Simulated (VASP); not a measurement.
The system is Ge2Sb2O.

```
Ge Sb O
1.0
     3.39887    0.00000    0.00000
     0.00000    3.39887    0.00000
     0.00000    0.00000    8.97294
Ge Sb O
2 2 1
Cartesian
  1.6994 1.6994 1.9996
  1.6994 1.6994 6.9733
  0.0000 0.0000 0.0000
  0.0000 0.0000 4.4865
  1.6994 1.6994 4.4865
```

The cell was generated, and may not be a known phase.

| Item | Value |
| --- | --- |
| Program | VASP 6.6.1 |
| Task | relaxation of cell and atoms |
| Functional | PBE |
| Potentials or basis | VASP PAW PBE potentials, release 64 (Ge_d, Sb, O) |
| Cutoff | 600 eV |
| k mesh | 6 × 6 × 2 |
| Occupations | gaussian, width 0.1 eV |
| Spin | no spin polarisation |

At the start: pressure 0.5 GPa; volume 20.73 Å³/atom.

Question: Where does the relaxation end?

Answer: Over 7 steps the energy falls by 5.8 meV/atom and the volume is 20.94 Å³/atom (+1.0 %); space group P4/mmm (No. 123, to 0.1 Å) before and after.

The path:
| step | energy change (eV) | largest force (eV/Å) | pressure (GPa) | volume (Å³) |
| --- | --- | --- | --- | --- |
| 1 | 0.0000 | 0.0486 | 0.46 | 103.66 |
| 2 | -0.0157 | 0.0751 | -0.06 | 104.54 |
| 3 | -0.0219 | 0.1112 | -0.60 | 105.60 |
| 4 | -0.0245 | 0.1118 | 0.27 | 104.45 |
| 5 | -0.0247 | 0.1120 | 0.10 | 104.69 |
| 6 | -0.0264 | 0.0904 | 0.08 | 104.69 |
| 7 | -0.0292 | 0.0263 | 0.11 | 104.68 |

Final structure:
```yaml
crystal:
  lattice:
    - [3.36279, 0.00000, 0.00000]
    - [0.00000, 3.36279, 0.00000]
    - [0.00000, 0.00000, 9.25653]
  atoms:
    - { symbol: Ge, position: [0.50000, 0.50000, 0.21816] }
    - { symbol: Ge, position: [0.50000, 0.50000, 0.78184] }
    - { symbol: Sb, position: [0.00000, 0.00000, 0.00000] }
    - { symbol: Sb, position: [0.00000, 0.00000, 0.50000] }
    - { symbol: O, position: [0.50000, 0.50000, 0.50000] }
```
